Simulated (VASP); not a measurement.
A run of VASP 6.6.1 is set up as follows.

File POSCAR:

```
NaI
1.0
    2.4855387519      1.4350264688      4.1029804960
   -2.4855387519      1.4350264688      4.1029804960
    0.0000000000     -2.8700529337      4.1029804974
Na I
1 1
Direct
    1.0420618396      1.0420618396      1.0420618396
    0.2903711604      0.2903711604      0.2903711604
```

INCAR.step1

```
SYSTEM = NaI
  ALGO = Normal
  EDIFF = 1E-4
  ENCUT = 600
  GGA = PE
  ISMEAR = -1
  LASPH = .TRUE.
  LCHARG = .FALSE.
  LREAL = .FALSE.
  LWAVE = .TRUE.
  NELM = 100
  PREC = Accurate
  SIGMA = 0.03
```

File INCAR.step2:

```
SYSTEM = NaI
  ALGO = Normal
  BPARAM = 11.95
  CPARAM = 0.0093
  EDIFF = 1E-6
  EDIFFG = -0.01
  ENCUT = 600
  IBRION = 2
  ISIF = 3
  ISMEAR = -1
  ISTART = 1
  IVDW_NL = 2
  LASPH = .TRUE.
  LCHARG = .FALSE.
  LMIXTAU = .TRUE.
  LREAL = .FALSE.
  LUSE_VDW = .TRUE.
  LWAVE = .FALSE.
  METAGGA = R2SCAN
  NELM = 100
  NSW = 100
  PREC = Accurate
  SIGMA = 0.03
```

The input KPOINTS:

```
k-points
0
G
  6 6 6
  0 0 0
```

Potentials or basis: VASP PAW PBE potentials, release 64 (Na_pv, I).

Run with:

```console
$ cat potpaw_PBE.64/Na_pv/POTCAR potpaw_PBE.64/I/POTCAR > POTCAR
$ cp INCAR.step1 INCAR
$ mpirun -np 1 vasp_std > vasp.out
$ cp INCAR.step2 INCAR
$ mpirun -np 1 vasp_std > vasp.out
```

**Question.** Predict the band gap on the k mesh.

**Answer.** 4.35 eV.

**Question.** What does it give for the relaxed volume?

**Answer.** 43.22 Å³/atom.

**Question.** What does it give for the relaxed cell?

**Answer.** a = 4.977 Å, b = 4.977 Å, c = 4.977 Å, α = 59.62°, β = 59.62°, γ = 59.62°.

**Question.** Estimate the space group after relaxing (to 0.1 Å).

**Answer.** F-43m (No. 216).

Final structure:
```
CELL_PARAMETERS angstrom
2.47427 1.42852 4.07564
-2.47427 1.42852 4.07564
0.00000 -2.85704 4.07564
ATOMIC_POSITIONS crystal
Na 0.04207 0.04207 0.04207
I 0.29036 0.29036 0.29036
```

Caveat: the PAW data sets were made with another functional, which shifts forces and pressure a little; spin-orbit coupling is left out, which moves the levels of the heavy elements.
